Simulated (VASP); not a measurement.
Set up this calculation in VASP 6.6.1, as the native input.

```yaml
Task: single point
Functional: LDA
Potentials_or_basis: VASP PAW LDA potentials, release 64 (Rb_sv)
Cutoff: 520 eV
k_mesh: 9 × 9 × 9
Occupations: fermi-dirac, width 0.1 eV
Spin: no spin polarisation
Dipole_correction: no
Further_INCAR_settings: ALGO = Normal; EDIFF = 1e-07; NBANDS = 10
```

The structure of Rb lies in POSCAR:

```
Rb
1.0
    0.0000000000      3.4850613511      3.4850613511
    3.4850613511      0.0000000000      3.4850613511
    3.4850613511      3.4850613511      0.0000000000
Rb
1
Direct
    0.0000000000      0.0000000000      0.0000000000
```

This isn't the form of Rb at room conditions, which is bcc.

The input as run:

INCAR

```
SYSTEM = Rb
PREC = Accurate
ENCUT = 520
EDIFF = 1E-7
ISMEAR = -1
SIGMA = 0.1
LREAL = .False.
LASPH = .True.
NELM = 80
ALGO = Normal
ISIF = 2
LWAVE = .False.
LCHARG = .True.
LELF = .True.
LVHAR = .True.
NBANDS = 10
```

KPOINTS

```
regular mesh
0
Gamma
  9 9 9
  0 0 0
```

Potentials or basis: VASP PAW LDA potentials, release 64 (Rb_sv).

Command:

```sh
$ cat potpaw_LDA.64/Rb_sv/POTCAR > POTCAR
$ mpirun -np 1 vasp_std > vasp.out
```

Results of the run:

| Quantity | Value |
| --- | --- |
| Pressure | -0.3 GPa |
| Band gap on the k mesh | zero (an odd number of electrons rules out a gap without spin polarisation) |

It took 48 s on 1 thread of Intel Xeon 8259CL (shared host), peak memory 0.2 GiB.
